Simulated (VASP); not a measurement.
Write the native input for VASP 6.6.1 that does the following.

```
Task                   : single point
Functional             : PBE
Potentials or basis    : VASP PAW PBE potentials, release 64 (Al, P, H)
Cutoff                 : 400 eV
k mesh                 : 1 × 1 × 14
Occupations            : gaussian, width 0.05 eV
Spin                   : collinear spin
Starting moments       : [0.0, 0.0, 0.0, -1.0, 1.0, 0.0, 0.0, 0.0, 0.0, 0.0] μB
Dipole correction      : no
Further INCAR settings : ALGO = Normal; EDIFF = 1e-06; NBANDS = 32
```

The structure of Al2P2H lies in POSCAR:

```
Al2P2H
1.0
   23.4000000000      0.0000000000      0.0000000000
    0.0000000000      9.3000000000      0.0000000000
    0.0000000000      0.0000000000      3.9395179293
Al P H
4 4 2
Direct
    0.3017537000      0.4998657827      0.0000000000
    0.4475538114      0.4998657827      0.5000000000
    0.5933539227      0.4998657827      1.0000000000
    0.7391540340      0.4998657827      0.5000000000
    0.2531536629      0.5001342173      0.5000000000
    0.3989537742      0.5001342173      0.0000000000
    0.5447538856      0.5001342173      0.5000000000
    0.6905539969      0.5001342173      0.0000000000
    0.8075300612      0.5000546148      0.5000000000
    0.1924699388      0.4999666288      0.5000000000
```

These files were run (other wordings do the same):

INCAR

```
SYSTEM = Al2P2H
ALGO = Normal
EDIFF = 1E-6
ENCUT = 400
GGA = PE
GGA_COMPAT = .FALSE.
ISIF = 2
ISMEAR = 0
ISPIN = 2
LASPH = .TRUE.
LCHARG = .FALSE.
LORBIT = 11
LREAL = .FALSE.
LWAVE = .FALSE.
MAGMOM = 0 0 0 -1 1 0 0 0 0 0
NBANDS = 32
NELM = 200
PREC = Accurate
SIGMA = 0.05
```

KPOINTS

```
k-points
0
G
  1 1 14
  0 0 0
```

Potentials or basis: VASP PAW PBE potentials, release 64 (Al, P, H).

The run is started by

```console
$ cat potpaw_PBE.64/Al/POTCAR potpaw_PBE.64/P/POTCAR potpaw_PBE.64/H/POTCAR > POTCAR
$ mpirun -np 1 vasp_std > vasp.out
```

Results of the run:

```yaml
Largest_force: 0.515 eV/Å
Band_gap_on_the_k_mesh: 2.26 eV (least direct gap 2.32 eV)
Net_moment: 0.00 μB per cell
Valence_electrons_inside_the_program's_atomic_spheres: Al 0.78, 0.79, 0.80 (each value once); P 2.59, 2.60 (each value once); H 0.55, 0.57
```

It took 28 min on 1 thread of Oxide Virtual Turin-like Processor (shared host), peak memory 0.89 GiB.
